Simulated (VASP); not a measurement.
## Hf: single point with PBEsol

Hf:

```
Hf
1.0
     0.00000    2.20900    2.20900
     2.20900    0.00000    2.20900
     2.20900    2.20900    0.00000
Hf
1
Direct
  0.00000 0.00000 0.00000
```

| Property | Result |
| --- | --- |
| Program | VASP 6.6.1 |
| Task | single point |
| Functional | PBEsol |
| Potentials or basis | VASP PAW PBE potentials, release 64 (Hf_pv) |
| Cutoff | 520 eV |
| k mesh | 10 × 10 × 10 |
| Occupations | fermi-dirac, width 0.05 eV |
| Spin | no spin polarisation |
| Dipole correction | no |
| Further INCAR settings | ALGO = Normal; EDIFF = 1e-07; NBANDS = 11 |

```
Pressure               : -0.5 GPa
Band gap on the k mesh : zero (band 5 reaches 6.25 eV, above the bottom of band 6 at 4.44 eV)
```

Levels at points of the mesh, in eV from the Fermi level:
| k point | band 1 | band 2 | band 3 | band 4 | band 5 | band 6 | band 7 | band 8 | band 9 | band 10 |
| --- | --- | --- | --- | --- | --- | --- | --- | --- | --- | --- |
| (0.00, 0.00, 0.00) | -29.83 | -29.83 | -29.83 | -7.35 | 1.40 | 1.40 | 1.40 | 4.32 | 4.32 | 11.49 |
| (0.50, 0.00, 0.00) | -30.76 | -29.95 | -29.95 | -3.76 | 0.72 | 1.16 | 1.16 | 6.56 | 6.56 | 9.83 |
| (0.50, 0.50, 0.00) | -30.70 | -30.16 | -30.16 | -3.43 | -2.27 | 2.74 | 6.57 | 7.23 | 7.23 | 10.21 |

It took 14 s on 1 thread of Intel Xeon 8259CL, on a shared host, peak memory 0.14 GiB.

Caveat: the PAW data sets were made with another functional, which shifts forces and pressure a little; spin-orbit coupling is left out, which moves the levels of the heavy elements.
